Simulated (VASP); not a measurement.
Input of a VASP 6.6.1 run:

INCAR

```
SYSTEM = SnSe2
PREC = Accurate ; ENCUT = 400
EDIFF = 1E-6 ; ISMEAR = 0
SIGMA = 0.03 ; LREAL = .FALSE.
LASPH = .TRUE. ; NELM = 120
ALGO = Normal ; ISIF = 2
LWAVE = .FALSE. ; LCHARG = .FALSE.
LDIPOL = .TRUE. ; IDIPOL = 3
DIPOL = 0.5 0.5 0.285 ; GGA = PE
IVDW = 12 ; NBANDS = 20
GGA_COMPAT = .FALSE. ; NELMDL = -8
```

The input KPOINTS:

```
regular mesh
0
G
  12 12 1
  0 0 0
```

POSCAR

```
SnSe2
1.0
    3.8238524907      0.0000000000      0.0000000000
   -1.9119262454      3.3115533973      0.0000000000
    0.0000000000      0.0000000000     30.1599999976
Se Sn
2 1
Direct
    0.3333333333      0.6666666667      0.2317418590
    0.6666666667      0.3333333333      0.3378867883
    0.0000000000      0.0000000000      0.2848143236
```

Potentials or basis: VASP PAW PBE potentials, release 64 (Se, Sn_d).

Launch:

```sh
$ cat potpaw_PBE.64/Se/POTCAR potpaw_PBE.64/Sn_d/POTCAR > POTCAR
$ mpirun -np 1 vasp_std > vasp.out
```

(1) Estimate the band gap on the k mesh.

(2) What does it give for the largest force?

(3) Estimate the dispersion energy per atom.

Answers

(1) 0.77 eV (least direct gap 1.11 eV).

(2) 0.015 eV/Å.

(3) -0.253 eV.

Caveat: semilocal functionals underestimate gaps, and a narrow one can read as zero; spin-orbit coupling is left out, which moves the levels of the heavy elements.
